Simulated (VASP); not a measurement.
# Al2Ru (Fddd) in VASP: a series of runs

Runs on Al2Ru. Level: r2SCAN. Tasks: single point.

All numbers are computed with VASP 6.6.1; they aren't measurements. Logs are shortened: lines on timing, memory, paths and dates and some standing lists are left out, and cuts for length are marked.

## (1) The cell of the first run

Symmetry: Fddd, No. 70, orthorhombic system. The conventional cell has a = 4.707 Å, b = 7.979 Å, c = 8.783 Å, α = 90.00°, β = 90.00°, γ = 90.00°. Al (site symmetry 2) has 5 Ru at 2.57 to 2.72 Å and 9 Al at 2.60 to 3.19 Å within 3.4 Å. Within 3.4 Å of Ru (site symmetry 222) lie 10 Al at 2.57 to 2.72 Å and 4 Ru at 3.19 Å.

## (2) Single point, r2SCAN

The input, POSCAR:

```
Al2Ru
1.0
    0.0000000000      3.9895069994      4.3914546644
    2.3533615936      0.0000000000      4.3914546644
    2.3533615936      3.9895069994      0.0000000000
Al Ru
4 2
Direct
    0.0790459567      0.4209540433      0.0790459567
    0.4209540433      0.0790459567      0.4209540433
    0.1709540433      0.8290459567      0.1709540433
    0.8290459567      0.1709540433      0.8290459567
    0.7500000000      0.7500000000      0.7500000000
    0.5000000000      0.5000000000      0.5000000000
```

The input, INCAR.step1:

```
  PREC = Accurate
  ENCUT = 520
  ISMEAR = 0
  SIGMA = 0.01
  LREAL = F
  LASPH = T
  NELM = 100
  NBANDS = 29
  GGA = PE
  ALGO = Normal
  EDIFF = 1E-4
  LWAVE = T
  LCHARG = F
```

The input, INCAR.step2:

```
  PREC = Accurate
  ENCUT = 520
  EDIFF = 1E-6
  ISMEAR = 0
  SIGMA = 0.01
  LREAL = F
  LASPH = T
  NELM = 100
  ALGO = Normal
  ISIF = 2
  LWAVE = F
  LCHARG = T
  METAGGA = R2SCAN
  LMIXTAU = T
  LELF = T
  LVHAR = T
  NBANDS = 29
  ISTART = 1
```

The input, KPOINTS:

```
regular mesh
0
Gamma
  10 10 10
```

Potentials or basis: VASP PAW PBE potentials, release 64 (Al, Ru_pv).

Command:

```console
$ cat potpaw_PBE.64/Al/POTCAR potpaw_PBE.64/Ru_pv/POTCAR > POTCAR
$ cp INCAR.step1 INCAR
$ mpirun -np 1 vasp_std > vasp.out
$ cp INCAR.step2 INCAR
$ mpirun -np 1 vasp_std > vasp.out
```

OUTCAR:

```text
PREC = Accurate
   ENCUT = 520
   EDIFF = 1E-6
   ISMEAR = 0
   LREAL = F
   LASPH = T
   NELM = 100
   ISIF = 2
   METAGGA = R2SCAN
   ISTART = 1

 ion  position               nearest neighbor table
   1  0.079  0.421  0.079-   6 2.57   6 2.57   3 2.60   3 2.60   5 2.63   2 2.67   2 2.67   5 2.72
                             5 2.72   2 2.73   4 3.19   4 3.19   4 3.19   4 3.19
   2  0.421  0.079  0.421-   6 2.57   6 2.57   4 2.60   4 2.60   5 2.63   1 2.67   1 2.67   5 2.72
                             5 2.72   1 2.73   3 3.19   3 3.19   3 3.19   3 3.19
   3  0.171  0.829  0.171-   5 2.57   5 2.57   1 2.60   1 2.60   6 2.63   4 2.67   4 2.67   6 2.72
                             6 2.72   4 2.73   2 3.19   2 3.19   2 3.19   2 3.19
   4  0.829  0.171  0.829-   5 2.57   5 2.57   2 2.60   2 2.60   6 2.63   3 2.67   3 2.67   6 2.72
                             6 2.72   3 2.73   1 3.19   1 3.19   1 3.19   1 3.19
   5  0.750  0.750  0.750-   4 2.57   3 2.57   4 2.57   3 2.57   1 2.63   2 2.63   2 2.72   2 2.72
                             1 2.72   1 2.72   6 3.19   6 3.19   6 3.19   6 3.19
   6  0.500  0.500  0.500-   1 2.57   2 2.57   1 2.57   2 2.57   3 2.63   4 2.63   3 2.72   3 2.72
                             4 2.72   4 2.72   5 3.19   5 3.19   5 3.19   5 3.19

  LATTYP: Found a face centered orthorhombic cell.
 ALAT       =     4.7067231872
 B/A-ratio  =     1.6952375743
 C/A-ratio  =     1.8660348143

  Lattice vectors:

 A1 = (   0.0000000000,   3.9895069994,   4.3914546644)
 A2 = (   2.3533615936,   0.0000000000,   4.3914546644)
 A3 = (   2.3533615936,   3.9895069994,   0.0000000000)

Analysis of symmetry for initial positions (statically):
=====================================================================
 Subroutine PRICEL returns:
 Original cell was already a primitive cell.

 Routine SETGRP: Setting up the symmetry group for a
 face centered orthorhombic supercell.

 Subroutine GETGRP returns: Found  8 space group operations
 (whereof  4 operations were pure point group operations)
 out of a pool of  8 trial point group operations.

The static configuration has the point symmetry D_2 .
 The point group associated with its full space group is D_2h.

Analysis of symmetry for dynamics (positions and initial velocities):
=====================================================================
 Subroutine PRICEL returns:
 Original cell was already a primitive cell.

 Routine SETGRP: Setting up the symmetry group for a
 face centered orthorhombic supercell.

 Subroutine GETGRP returns: Found  8 space group operations
 (whereof  4 operations were pure point group operations)
 out of a pool of  8 trial point group operations.

The dynamic configuration has the point symmetry D_2 .
 The point group associated with its full space group is D_2h.

 Subroutine INISYM returns: Found  8 space group operations
 (whereof  4 operations are pure point group operations),
 and found     1 'primitive' translations

[... 114 lines left out ...]
   NUPDOWN=      -1.0000    fix difference up-down
   EMIN   =  10.00;   EMAX   =-10.00  energy-range for DOS
   EFERMI =   0.00;   METHOD = LEGACY
   ISMEAR =     0;   SIGMA  =   0.01  broadening in eV -4-tet -1-fermi 0-gaus
   EFERMI_NEDOS =   21; number of points for ismear=-14 and -15
   IALGO  =     38    algorithm
   IMIX   =      4    mixing-type and parameters
     AMIX     =   0.40;   BMIX     =  1.00
     AMIX_MAG =   1.60;   BMIX_MAG =  1.00
  volume/ion in A,a.u.               =      13.74        92.75
  Fermi-wavevector in a.u.,A,eV,Ry     =   1.286311  2.430776 22.512153  1.654597
  Thomas-Fermi vector in A             =   2.418393
   LORBIT       =      0    0 simple, 1 ext, 2 COOP (PROOUT), +10 PAW based schemes
   METAGGA = R2SCAN    functional components
   LHFCALC =     F    Hartree Fock is set to
   AEXX    =    0.0000 exact exchange contribution
   IVDW    =     0    specifies the selected vdW correction
   LEPSILON=     F    determine dielectric tensor
   LRPA    =     F    only Hartree local field effects (RPA)
 non-spin polarized calculation
 Gauss-broadening in eV      SIGMA  =   0.01
  energy-cutoff  :      520.00
  volume of cell :       82.46
 maximum number of plane-waves:      2240
 NGX is ok and might be reduce to    48
   NGX = 23   NGY = 19   NGZ = 17

 number of electron      40.0000001 magnetization

 Free energy of the ion-electron system (eV)
  ---------------------------------------------------
  ext. energy  EPLUGINS =         0.00000000
  ---------------------------------------------------
  free energy    TOTEN  =       -82.46839324 eV

  energy without entropy =      -82.46839324  energy(sigma->0) =      -82.46839324

 E-fermi :  10.7032     XC(G=0): -12.8413

 val. band max:       10.6142022136   @ k =   0.0000   0.0000   0.0000
 cond. band min:      10.7959626076   @ k =   0.0000   0.3000   0.3000
 fundamental gap:      0.1817603940
 Fermi energy:        10.7031619235

 k-point     1 :       0.0000    0.0000    0.0000
  band No.  band energies     occupation
      1     -33.4877      2.00000
      2     -33.4023      2.00000
      3     -33.3935      2.00000
      4     -33.3366      2.00000
      5     -33.3286      2.00000
      6     -33.3247      2.00000
[... 757 lines left out ...]
     28      15.8644      0.00000
     29      17.0057      0.00000

 [... further k-points ...]

------------------------ aborting loop because EDIFF is reached ----------------------------------------

  FORCE on cell =-STRESS in cart. coord.  units (eV):
  Direction    XX          YY          ZZ          XY          YZ          ZX
  --------------------------------------------------------------------------------------
  -------------------------------------------------------------------------------------
  Total       -0.0908575     -0.0538535     -0.0434418      0.0000000      0.0000000      0.0000000
  in kB       -1.7653263     -1.0463535     -0.8440577      0.0000000      0.0000000      0.0000000
  external PRESSURE =      -1.2185792 kB  Pullay stress =       0.0000000 kB

 VOLUME and BASIS-vectors are now :
 -----------------------------------------------------------------------------
  energy-cutoff  :      520.00
  volume of cell :       82.46
      direct lattice vectors                 reciprocal lattice vectors
     0.000000000  3.989506999  4.391454664    -0.212462038  0.125328769  0.113857489
     2.353361594  0.000000000  4.391454664     0.212462038 -0.125328769  0.113857489
     2.353361594  3.989506999  0.000000000     0.212462038  0.125328769 -0.113857489

 POSITION                                       TOTAL-FORCE (eV/Angst)
 -----------------------------------------------------------------------------------
      1.17668      0.63071      2.19573         0.000000      0.004646      0.000000
      1.17668      3.35880      2.19573         0.000000     -0.004646      0.000000
      2.35336      1.36404      4.39145         0.000000     -0.004646     -0.000000
      2.35336      6.61497      4.39145         0.000000      0.004646     -0.000000
      3.53004      5.98426      6.58718         0.000000      0.000000      0.000000
      2.35336      3.98951      4.39145        -0.000000      0.000000      0.000000
 -----------------------------------------------------------------------------------
    total drift:                               -0.000000     -0.000000     -0.000000

  FREE ENERGIE OF THE ION-ELECTRON SYSTEM (eV)
  ---------------------------------------------------
  free  energy   TOTEN  =       -82.4683932421 eV

  energy  without entropy=      -82.4683932421  energy(sigma->0) =      -82.46839324
```

OUTCAR.step1:

```text
PREC = Accurate
   ENCUT = 520
   ISMEAR = 0
   LREAL = F
[... 1015 lines left out ...]
      2.35336      1.36404      4.39145        -0.000000     -0.027638     -0.000000
      2.35336      6.61497      4.39145        -0.000000      0.027638     -0.000000
      3.53004      5.98426      6.58718         0.000000      0.000000      0.000000
      2.35336      3.98951      4.39145        -0.000000      0.000000      0.000000
 -----------------------------------------------------------------------------------
    total drift:                               -0.000000     -0.000000     -0.000000

  FREE ENERGIE OF THE ION-ELECTRON SYSTEM (eV)
  ---------------------------------------------------
  free  energy   TOTEN  =       -37.5961711354 eV

  energy  without entropy=      -37.5961711354  energy(sigma->0) =      -37.59617114
```

OSZICAR.step1:

```text
N       E                     dE             d eps       ncg     rms          rms(c)
DAV:   1     0.294145928490E+03    0.29415E+03   -0.21479E+04 10614   0.131E+03
DAV:   2    -0.285553182855E+02   -0.32270E+03   -0.31150E+03 10655   0.349E+02
DAV:   3    -0.390364681716E+02   -0.10481E+02   -0.10335E+02 12085   0.604E+01
DAV:   4    -0.391631668592E+02   -0.12670E+00   -0.12658E+00 11566   0.655E+00
DAV:   5    -0.391658959945E+02   -0.27291E-02   -0.27290E-02 12251   0.994E-01    0.175E+01
DAV:   6    -0.383478041995E+02    0.81809E+00   -0.13265E+01 11046   0.245E+01    0.552E+00
DAV:   7    -0.376848712938E+02    0.66293E+00   -0.34270E+00 10737   0.126E+01    0.374E+00
DAV:   8    -0.376000834561E+02    0.84788E-01   -0.17978E-01 11282   0.321E+00    0.586E-01
DAV:   9    -0.375964764833E+02    0.36070E-02   -0.79757E-03 12231   0.522E-01    0.332E-01
DAV:  10    -0.375962672255E+02    0.20926E-03   -0.23650E-03 11302   0.367E-01    0.109E-01
DAV:  11    -0.375961711354E+02    0.96090E-04   -0.57388E-04  9503   0.182E-01
   1 F= -.37596171E+02 E0= -.37596171E+02  d E =-.178265E-13
```

It took 16 min on 1 thread of Intel Xeon 6975P-C (Granite Rapids), shared host; peak memory 0.5 GiB.

What came out:

```yaml
Free_energy: -82.4684 eV
Pressure: -0.1 GPa
Largest_force: 0.005 eV/Å
```

Forces on the atoms (eV/Å):
```
Al   0.000  0.005  0.000
Al   0.000 -0.005  0.000
Al   0.000 -0.005  0.000
Al   0.000  0.005  0.000
Ru   0.000  0.000  0.000
Ru   0.000  0.000  0.000
```

Levels at points of the mesh, in eV from the Fermi level:
| k point | band 18 | band 19 | band 20 | band 21 | band 22 | band 23 |
| --- | --- | --- | --- | --- | --- | --- |
| (0.00, 0.00, 0.00) | -1.43 | -1.31 | -0.09 | 1.75 | 2.28 | 2.43 |
| (0.50, 0.00, 0.00) | -2.30 | -1.27 | -1.04 | 0.32 | 0.72 | 1.96 |
| (0.50, 0.50, 0.00) | -1.74 | -1.46 | -1.46 | 2.27 | 2.27 | 2.59 |
| (0.50, 0.00, 0.50) | -2.52 | -1.61 | -1.61 | 1.79 | 1.79 | 2.56 |
| (0.00, 0.50, 0.50) | -2.70 | -1.39 | -1.39 | 0.34 | 0.34 | 4.80 |

Caveat: the PAW data sets were made with another functional, which shifts forces and pressure a little.

## (3) Single point, r2SCAN

POSCAR is that of step 2.

The input, INCAR.step1:

```
PREC = Accurate
ENCUT = 520
ISMEAR = 0
SIGMA = 0.03
LREAL = F
LASPH = T
NELM = 60
NBANDS = 29
GGA = PE
ALGO = Normal
EDIFF = 1E-4
LWAVE = T
LCHARG = F
```

The input, INCAR.step2:

```
PREC = Accurate
ENCUT = 520
EDIFF = 1E-7
ISMEAR = 0
SIGMA = 0.03
LREAL = F
LASPH = T
NELM = 60
ALGO = Normal
ISIF = 2
LWAVE = F
LCHARG = F
METAGGA = R2SCAN
LMIXTAU = T
NBANDS = 29
ISTART = 1
```

The input, KPOINTS:

```
Automatic mesh
0
Gamma
  10 10 10
```

Potentials or basis: VASP PAW PBE potentials, release 64 (Al, Ru_pv).

Command:

```console
$ cat potpaw_PBE.64/Al/POTCAR potpaw_PBE.64/Ru_pv/POTCAR > POTCAR
$ cp INCAR.step1 INCAR
$ mpirun -np 1 vasp_std > vasp.out
$ cp INCAR.step2 INCAR
$ mpirun -np 1 vasp_std > vasp.out
```

OUTCAR:

```text
PREC = Accurate
   ENCUT = 520
   EDIFF = 1E-7
   ISMEAR = 0
   LREAL = F
   LASPH = T
   NELM = 60
   ISIF = 2
   METAGGA = R2SCAN
   ISTART = 1

 ion  position               nearest neighbor table
   1  0.079  0.421  0.079-   6 2.57   6 2.57   3 2.60   3 2.60   5 2.63   2 2.67   2 2.67   5 2.72
                             5 2.72   2 2.73   4 3.19   4 3.19   4 3.19   4 3.19
   2  0.421  0.079  0.421-   6 2.57   6 2.57   4 2.60   4 2.60   5 2.63   1 2.67   1 2.67   5 2.72
                             5 2.72   1 2.73   3 3.19   3 3.19   3 3.19   3 3.19
   3  0.171  0.829  0.171-   5 2.57   5 2.57   1 2.60   1 2.60   6 2.63   4 2.67   4 2.67   6 2.72
                             6 2.72   4 2.73   2 3.19   2 3.19   2 3.19   2 3.19
   4  0.829  0.171  0.829-   5 2.57   5 2.57   2 2.60   2 2.60   6 2.63   3 2.67   3 2.67   6 2.72
                             6 2.72   3 2.73   1 3.19   1 3.19   1 3.19   1 3.19
[... 986 lines left out ...]
  external PRESSURE =      -1.1982758 kB  Pullay stress =       0.0000000 kB

 VOLUME and BASIS-vectors are now :
 -----------------------------------------------------------------------------
  energy-cutoff  :      520.00
  volume of cell :       82.46
      direct lattice vectors                 reciprocal lattice vectors
     0.000000000  3.989506999  4.391454664    -0.212462038  0.125328769  0.113857489
     2.353361594  0.000000000  4.391454664     0.212462038 -0.125328769  0.113857489
     2.353361594  3.989506999  0.000000000     0.212462038  0.125328769 -0.113857489

 POSITION                                       TOTAL-FORCE (eV/Angst)
 -----------------------------------------------------------------------------------
      1.17668      0.63071      2.19573         0.000000      0.004656      0.000000
      1.17668      3.35880      2.19573         0.000000     -0.004656      0.000000
      2.35336      1.36404      4.39145        -0.000000     -0.004656     -0.000000
      2.35336      6.61497      4.39145        -0.000000      0.004656     -0.000000
      3.53004      5.98426      6.58718         0.000000     -0.000000      0.000000
      2.35336      3.98951      4.39145        -0.000000     -0.000000      0.000000
 -----------------------------------------------------------------------------------
    total drift:                               -0.000000     -0.000000     -0.000000

  FREE ENERGIE OF THE ION-ELECTRON SYSTEM (eV)
  ---------------------------------------------------
  free  energy   TOTEN  =       -82.4683924873 eV

  energy  without entropy=      -82.4683924823  energy(sigma->0) =      -82.46839248
```

OUTCAR.step1:

```text
PREC = Accurate
   ENCUT = 520
   ISMEAR = 0
   LREAL = F
[... 1015 lines left out ...]
      2.35336      1.36404      4.39145         0.000000     -0.027605     -0.000000
      2.35336      6.61497      4.39145         0.000000      0.027605     -0.000000
      3.53004      5.98426      6.58718        -0.000000     -0.000000     -0.000000
      2.35336      3.98951      4.39145        -0.000000     -0.000000     -0.000000
 -----------------------------------------------------------------------------------
    total drift:                               -0.000000     -0.000000     -0.000000

  FREE ENERGIE OF THE ION-ELECTRON SYSTEM (eV)
  ---------------------------------------------------
  free  energy   TOTEN  =       -37.5961717065 eV

  energy  without entropy=      -37.5961672609  energy(sigma->0) =      -37.59616948
```

It took 16 min on 1 thread of Intel Xeon 6975P-C (Granite Rapids), shared host; peak memory 0.5 GiB.

What came out:

- Free energy: -82.4684 eV
- Pressure: -0.1 GPa
- Largest force: 0.005 eV/Å

Forces on the atoms (eV/Å):
```
Al   0.000  0.005  0.000
Al   0.000 -0.005  0.000
Al   0.000 -0.005  0.000
Al   0.000  0.005  0.000
Ru   0.000  0.000  0.000
Ru   0.000  0.000  0.000
```

Stress tensor (GPa, compression positive):
```
-0.17  0.00  0.00
 0.00 -0.10  0.00
 0.00  0.00 -0.08
```

Levels at points of the mesh, in eV from the Fermi level:
| k point | band 16 | band 17 | band 18 | band 19 | band 20 | band 21 | band 22 | band 23 | band 24 | band 25 |
| --- | --- | --- | --- | --- | --- | --- | --- | --- | --- | --- |
| (0.00, 0.00, 0.00) | -3.21 | -2.19 | -1.43 | -1.31 | -0.09 | 1.75 | 2.28 | 2.43 | 2.64 | 2.83 |
| (0.50, 0.00, 0.00) | -2.74 | -2.35 | -2.30 | -1.27 | -1.04 | 0.32 | 0.71 | 1.96 | 3.44 | 4.40 |
| (0.50, 0.50, 0.00) | -2.48 | -1.74 | -1.74 | -1.46 | -1.46 | 2.27 | 2.27 | 2.59 | 2.59 | 3.75 |
| (0.50, 0.00, 0.50) | -2.99 | -2.52 | -2.52 | -1.61 | -1.61 | 1.79 | 1.79 | 2.56 | 2.56 | 3.38 |
| (0.00, 0.50, 0.50) | -3.11 | -2.70 | -2.70 | -1.39 | -1.39 | 0.34 | 0.34 | 4.80 | 4.80 | 5.19 |

Caveat: the PAW data sets were made with another functional, which shifts forces and pressure a little.

[end of part 1 of 2]
